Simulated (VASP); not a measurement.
Runs of VASP 6.6.1 on Te. The structure is that of space group Pm-3m (No. 221), or close to it. The cells are those of the table. 

| task | cell | cutoff (eV) | gap on the mesh (eV) | pressure (GPa) |
| --- | --- | --- | --- | --- |
| single point | a = 3.321, b = 3.321, c = 3.269 Å, 1 atom | 520 | none | -3.8 |
| single point | a = 3.075, b = 3.075, c = 3.052 Å, 1 atom | 520 | none | 8.6 |
| relaxation of shape and atoms at fixed volume | relaxed from a = 3.148, b = 3.148, c = 3.109 Å, 1 atom | 600 | none | 3.6 |
| single point | a = 3.246, b = 3.246, c = 3.205 Å, 1 atom | 520 | none | (a) |
| single point | a = 3.146, b = 3.146, c = 3.113 Å, 1 atom | 520 | none | 3.6 |
| single point | a = 3.111, b = 3.111, c = 3.083 Å, 1 atom | 520 | none | 5.9 |
| single point | a = 3.181, b = 3.181, c = 3.142 Å, 1 atom | 520 | none | 1.6 |
| relaxation of shape and atoms at fixed volume | relaxed from a = 3.113, b = 3.113, c = 3.079 Å, 1 atom | 600 | none | 5.9 |

Alike in all rows: level PBE; potentials or basis VASP PAW PBE potentials, release 64 (Te); no spin polarisation; k mesh 16 × 16 × 18; smearing gaussian 0.1 eV.

Question: Fill in the values left out.

Answer: (a) -1.4.

Caveats: spin-orbit coupling is left out, which moves the levels of the heavy elements; the cell stands under pressure (at least some runs); the cell stands under tension (at least some runs).

A k mesh can miss the band edges, and the runs leave out spin-orbit coupling on Te.

A gap of «none» marks levels without a gap at the run's occupations.
